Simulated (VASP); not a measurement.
# Be (Im-3m) in VASP: notebook, part 2 of 2

VASP 6.6.1. The steps go on from the part before.

## 4. Single point, PBEsol (volume scaled by 0.99)

Input file INCAR:

```
SYSTEM = Be
PREC = Accurate ; ENCUT = 520
EDIFF = 1E-6 ; ISMEAR = -1
SIGMA = 0.03 ; LREAL = .False.
LASPH = .True. ; NELM = 60
ALGO = Normal ; ISIF = 2
LWAVE = .False. ; LCHARG = .True.
GGA = PS ; LELF = .True.
LVHAR = .True. ; NBANDS = 7
```

Input file KPOINTS:

```
regular mesh
0
Gamma
  23 23 23
  0 0 0
```

Input file POSCAR:

```
Be
1.0
   -1.2489298800      1.2489298800      1.2489298800
    1.2489298800     -1.2489298800      1.2489298800
    1.2489298800      1.2489298800     -1.2489298800
Be
1
Direct
    0.0000000000      0.0000000000      0.0000000000
```

Potentials or basis: VASP PAW PBE potentials, release 64 (Be).

Command:

```console
cat potpaw_PBE.64/Be/POTCAR > POTCAR
mpirun -np 1 vasp_std > vasp.out
```

OUTCAR:

```text
SYSTEM = Be
   PREC = Accurate
   ENCUT = 520
   EDIFF = 1E-6
   ISMEAR = -1
   LREAL = .False.
   LASPH = .True.
   NELM = 60
   ISIF = 2
   GGA = PS

 ion  position               nearest neighbor table
   1  0.000  0.000  0.000-

  LATTYP: Found a body centered cubic cell.
 ALAT       =     2.4978597600

  Lattice vectors:

 A1 = (  -1.2489298800,   1.2489298800,   1.2489298800)
 A2 = (   1.2489298800,  -1.2489298800,   1.2489298800)
 A3 = (   1.2489298800,   1.2489298800,  -1.2489298800)

Analysis of symmetry for initial positions (statically):
=====================================================================
 Subroutine PRICEL returns:
 Original cell was already a primitive cell.

 Routine SETGRP: Setting up the symmetry group for a
 body centered cubic supercell.

 Subroutine GETGRP returns: Found 48 space group operations
 (whereof 48 operations were pure point group operations)
 out of a pool of 48 trial point group operations.

The static configuration has the point symmetry O_h .

Analysis of symmetry for dynamics (positions and initial velocities):
=====================================================================
 Subroutine PRICEL returns:
 Original cell was already a primitive cell.

 Routine SETGRP: Setting up the symmetry group for a
 body centered cubic supercell.

 Subroutine GETGRP returns: Found 48 space group operations
 (whereof 48 operations were pure point group operations)
 out of a pool of 48 trial point group operations.

The dynamic configuration has the point symmetry O_h .

 Subroutine INISYM returns: Found 48 space group operations
 (whereof 48 operations are pure point group operations),
 and found     1 'primitive' translations

----------------------------------------------------------------------------------------

                                     Primitive cell

  volume of cell :       7.7925

[... 100 lines left out ...]
   EFERMI =   0.00;   METHOD = LEGACY
   ISMEAR =    -1;   SIGMA  =   0.03  broadening in eV -4-tet -1-fermi 0-gaus
   EFERMI_NEDOS =   21; number of points for ismear=-14 and -15
   IALGO  =     38    algorithm
   IMIX   =      4    mixing-type and parameters
     AMIX     =   0.40;   BMIX     =  1.00
     AMIX_MAG =   1.60;   BMIX_MAG =  1.00
  volume/ion in A,a.u.               =       7.79        52.59
  Fermi-wavevector in a.u.,A,eV,Ry     =   1.040383  1.966040 14.726916  1.082398
  Thomas-Fermi vector in A             =   2.174957
   LORBIT       =      0    0 simple, 1 ext, 2 COOP (PROOUT), +10 PAW based schemes
   GGA     = PS    functional components
   LHFCALC =     F    Hartree Fock is set to
   AEXX    =    0.0000 exact exchange contribution
   IVDW    =     0    specifies the selected vdW correction
   LEPSILON=     F    determine dielectric tensor
   LRPA    =     F    only Hartree local field effects (RPA)
 non-spin polarized calculation
  energy-cutoff  :      520.00
  volume of cell :        7.79
 maximum number of plane-waves:       236
   NGX =  7   NGY =  7   NGZ =  7

 number of electron       2.0000000 magnetization

 Free energy of the ion-electron system (eV)
  ---------------------------------------------------
  ext. energy  EPLUGINS =         0.00000000
  ---------------------------------------------------
  free energy    TOTEN  =        -3.89919339 eV

  energy without entropy =       -3.89864209  energy(sigma->0) =       -3.89891774

 E-fermi :   8.0299     XC(G=0): -10.6611

 val. band max:        7.9821990533   @ k =   0.3043   0.2609   0.0870
 cond. band min:       8.0724716259   @ k =  -0.4348   0.4348   0.3913
 fundamental gap:      0.0902725726
 Fermi energy:         8.0298550165

 k-point     1 :       0.0000    0.0000    0.0000
  band No.  band energies     occupation
      1      -4.2886      2.00000
      2      27.5061      0.00000
      3      27.5061      0.00000
      4      27.5061      0.00000
      5      38.9041      0.00000
      6      38.9041      0.00000
      7      38.9041      0.00000
[... 221 lines left out ...]
 k-point    24 :       0.0870    0.0870    0.0000
  band No.  band energies     occupation
      1      -3.4911      2.00000
      2      24.3015      0.00000
      3      24.4733      0.00000
      4      26.1693      0.00000
      5      34.2934      0.00000
      6      34.8543      0.00000
      7      39.0642      0.00000

 [... further k-points ...]
[... 5 lines left out ...]
  --------------------------------------------------------------------------------------
  -------------------------------------------------------------------------------------
  Total       -0.0187853     -0.0187853     -0.0187853     -0.0000000      0.0000000      0.0000000
  in kB       -3.8623682     -3.8623682     -3.8623682     -0.0000000      0.0000000      0.0000000
  external PRESSURE =      -3.8623682 kB  Pullay stress =       0.0000000 kB

 VOLUME and BASIS-vectors are now :
 -----------------------------------------------------------------------------
  energy-cutoff  :      520.00
  volume of cell :        7.79
      direct lattice vectors                 reciprocal lattice vectors
    -1.248929880  1.248929880  1.248929880     0.000000000  0.400342732  0.400342732
     1.248929880 -1.248929880  1.248929880     0.400342732  0.000000000  0.400342732
     1.248929880  1.248929880 -1.248929880     0.400342732  0.400342732  0.000000000

 POSITION                                       TOTAL-FORCE (eV/Angst)
 -----------------------------------------------------------------------------------
      0.00000      0.00000      0.00000        -0.000000      0.000000     -0.000000
 -----------------------------------------------------------------------------------
    total drift:                                0.000000      0.000000      0.000000

  FREE ENERGIE OF THE ION-ELECTRON SYSTEM (eV)
  ---------------------------------------------------
  free  energy   TOTEN  =        -3.8991933852 eV

  energy  without entropy=       -3.8986420934  energy(sigma->0) =       -3.89891774
```

It took 6.1 s on 1 thread of Intel Xeon Platinum 8259CL at 2.50GHz (Skylake/Cascade Lake), shared host; peak memory 0.12 GiB.

Results:

| Item | Value |
| --- | --- |
| Free energy | -3.8992 eV |
| Pressure | -0.4 GPa |
| Band gap on the k mesh | zero (band 1 reaches 11.55 eV, above the bottom of band 2 at 6.66 eV) |

Levels at points of the mesh, in eV from the Fermi level:
```
           k point  band 1  band 2  band 3  band 4
(0.00, 0.00, 0.00)  -12.32   19.48   19.48   19.48
```

Caveat: the PAW data sets were made with another functional, which shifts forces and pressure a little.

## 5. Single point, PBEsol (volume scaled by 1.03)

Input file INCAR:

```
  ALGO = Normal
  EDIFF = 1E-7
  ENCUT = 520
  GGA = PS
  ISIF = 2
  ISMEAR = -1
  LASPH = True
  LCHARG = False
  LREAL = False
  LWAVE = False
  NBANDS = 7
  NELM = 100
  PREC = Accurate
  SIGMA = 0.03
```

Input file KPOINTS:

```
k-points
0
Gamma
  23 23 23
```

Input file POSCAR:

```
Be
1.0
   -1.2655288964      1.2655288964      1.2655288964
    1.2655288964     -1.2655288964      1.2655288964
    1.2655288964      1.2655288964     -1.2655288964
Be
1
Direct
    0.0000000000      0.0000000000      0.0000000000
```

Command:

```console
cat potpaw_PBE.64/Be/POTCAR > POTCAR
mpirun -np 1 vasp_std > vasp.out
```

Run time: 6.2 s. Hardware: 1 thread of Intel Xeon Platinum 8259CL at 2.50GHz (Skylake/Cascade Lake), shared host; peak memory 0.12 GiB.

Results (log left out):

| Property | Result |
| --- | --- |
| Free energy | -3.8938 eV |
| Pressure | -5.0 GPa |
| Band gap on the k mesh | zero (band 1 reaches 11.10 eV, above the bottom of band 2 at 6.37 eV) |

Levels at points of the mesh, in eV from the Fermi level:
```csv
k point,band 1,band 2,band 3,band 4
"(0.00, 0.00, 0.00)",-12.09,18.85,18.85,18.85
```

Caveat: the PAW data sets were made with another functional, which shifts forces and pressure a little.

## 6. Overview

```csv
cell,gap on the mesh (eV),pressure (GPa)
"a = 2.170 Å, angles 109.5°, 1 atom",none,-1.6
"a = 2.178 Å, angles 109.5°, 1 atom",none,-2.8
"a = 2.163 Å, angles 109.5°, 1 atom",none,-0.4
"a = 2.192 Å, angles 109.5°, 1 atom",none,-5.0
```

Alike in all rows: task single point; level PBEsol; potentials or basis VASP PAW PBE potentials, release 64 (Be); no spin polarisation; k mesh 23 × 23 × 23; cutoff (eV) 520; smearing fermi-dirac 0.03 eV.

Caveats: the PAW data sets were made with another functional, which shifts forces and pressure a little.

Total energies depend on the potentials used, so only differences within one code and one set of settings carry meaning.
